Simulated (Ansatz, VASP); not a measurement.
One calculation of BP, two programs

The input INCAR:

```
SYSTEM = BP
ALGO     = Normal         ! electronic algorithm
EDIFF    = 1E-6           ! SCF threshold, eV
ENCUT    = 520            ! plane-wave cutoff, eV
GGA      = PE             ! functional
ISIF     = 2              ! what is computed and relaxed
ISMEAR   = -1             ! smearing method
LASPH    = .TRUE.         ! aspherical terms in the spheres
LCHARG   = .FALSE.        ! write CHGCAR
LREAL    = .FALSE.        ! projectors in reciprocal space
LWAVE    = .FALSE.        ! write WAVECAR
NBANDS   = 16             ! bands
NELM     = 100            ! most SCF steps
PREC     = Accurate       ! precision mode
SIGMA    = 0.02           ! smearing width, eV
```

File KPOINTS:

```
k-points
0
G
  12 12 4
  0 0 0
```

Contents of POSCAR:

```
BP
1.0
    3.2039355360      0.0000000000      0.0000000000
   -1.6019677680      2.7746895663      0.0000000000
    0.0000000000      0.0000000000      8.4666271308
B P
2 2
Direct
    0.3333333333      0.6666666667      0.2500000000
    0.6666666667      0.3333333333      0.7500000000
    0.6666666667      0.3333333333      0.2500000000
    0.3333333333      0.6666666667      0.7500000000
```

Input for Ansatz:

```yaml
crystal:
  lattice:
    - [3.203935536, 0.0, 0.0]
    - [-1.601967768, 2.7746895663, 0.0]
    - [0.0, 0.0, 8.4666271308]
  atoms:
    - { symbol: B, position: [0.3333333333, 0.6666666667, 0.25] }
    - { symbol: B, position: [0.6666666667, 0.3333333333, 0.75] }
    - { symbol: P, position: [0.6666666667, 0.3333333333, 0.25] }
    - { symbol: P, position: [0.3333333333, 0.6666666667, 0.75] }
kpoints:
  mp_grid: { grid: [12, 12, 4] }
  band_path:
    path:
      - [[0.0, 0.0, 0.0], [0.5, 0.0, 0.0], [0.333333333333, 0.333333333333, 0.0], [0.0, 0.0, 0.0], [0.0, 0.0, 0.5], [0.5, 0.0, 0.5], [0.333333333333, 0.333333333333, 0.5], [0.0, 0.0, 0.5]]
      - [[0.5, 0.0, 0.5], [0.5, 0.0, 0.0]]
      - [[0.333333333333, 0.333333333333, 0.5], [0.333333333333, 0.333333333333, 0.0]]
    npoints: 10
hamiltonian:
  xc: pbe
scf:
  occupations: { method: fermi_dirac, width: 0.02 }
  n_extra_bands: 5
output:
  forces: true
  stress: true
  eigenvalues: true
```

Alike in both runs: task single point; functional PBE; k mesh 12 × 12 × 4; occupations fermi-dirac, width 0.02 eV; no spin polarisation.

|  | VASP | Ansatz |
| --- | --- | --- |
| version | VASP 6.6.1 | Ansatz 0.2.0 |
| potentials or method | VASP PAW PBE potentials, release 64 (B, P) | plane waves, PAW |
| plane-wave cutoff (eV) | 520 | 420 |
| valence electrons in the cell | 16 | 16 |

|  | VASP | Ansatz | Ansatz less VASP |
| --- | --- | --- | --- |
| gap on the k mesh at the Fermi level (eV) | 0.88 | 0.87 | -0.011 |
| pressure (GPa) | 1.0 | 1.2 | +0.16 |
| traceless stress, the component that is largest in VASP (GPa) | -0.26 | -0.38 | -0.124 |
